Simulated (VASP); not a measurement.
## EuO: single point with PBE

EuO:

```
Eu O
1.0
     0.00000    2.57195    2.57195
     2.57195    0.00000    2.57195
     2.57195    2.57195    0.00000
Eu O
1 1
Cartesian
  0.0000 0.0000 0.0000
  2.5720 2.5720 2.5720
```

- Program: VASP 6.6.1
- Task: single point
- Functional: PBE
- Potentials or basis: VASP PAW PBE potentials, release 64 (Eu, O)
- Cutoff: 600 eV
- k mesh: 6 × 6 × 6
- Occupations: gaussian, width 0.05 eV
- Spin: collinear spin, ferromagnetic start
- Starting moments: [7.0, 0.0] μB

```yaml
Pressure: -4.6 GPa
Band_gap_on_the_k_mesh: zero (filled and empty bands overlap)
Net_moment: 6.97 μB per cell
Site_moments: Eu +6.59; O -0.10 μB
Valence_electrons_inside_the_program's_atomic_spheres: Eu 14.80; O 4.94
```

Levels at points of the mesh, in eV from the Fermi level:
Spin up:
```tsv
k point	band 13	band 14	band 15	band 16	band 17	band 18
(0.00, 0.00, 0.00)	-0.22	0.08	0.08	0.08	1.64	1.64
(0.50, 0.00, 0.00)	-0.26	-0.25	-0.22	2.25	4.36	4.36
(0.50, 0.50, 0.00)	-0.35	-0.27	-0.03	-0.03	3.40	5.73
```
Spin down:
| k point | band 4 | band 5 | band 6 | band 7 | band 8 | band 9 | band 10 | band 11 | band 12 | band 13 |
| --- | --- | --- | --- | --- | --- | --- | --- | --- | --- | --- |
| (0.00, 0.00, 0.00) | -17.60 | -17.60 | -3.78 | -3.78 | -3.78 | 0.68 | 2.76 | 2.76 | 2.76 | 3.72 |
| (0.50, 0.00, 0.00) | -17.69 | -16.40 | -5.76 | -4.83 | -4.83 | 3.07 | 3.71 | 4.17 | 4.17 | 4.55 |
| (0.50, 0.50, 0.00) | -18.02 | -18.02 | -3.82 | -3.73 | -3.73 | -0.20 | 4.18 | 4.29 | 4.37 | 4.41 |

It took 53 s on 1 thread of AMD EPYC 7R43 64-Core Processor (Zen 3) (shared host), peak memory 0.18 GiB.

Caveat: the cell stands under tension; spin-orbit coupling is left out, which moves the levels of the heavy elements; a cell with one magnetic atom can't hold antiferromagnetic order, which such compounds often take; semilocal functionals describe open f shells poorly, which spoils levels, moments and volumes. With open d or f shells a metallic result of PBE can be an artefact of self-interaction; +U or a hybrid may open a gap.
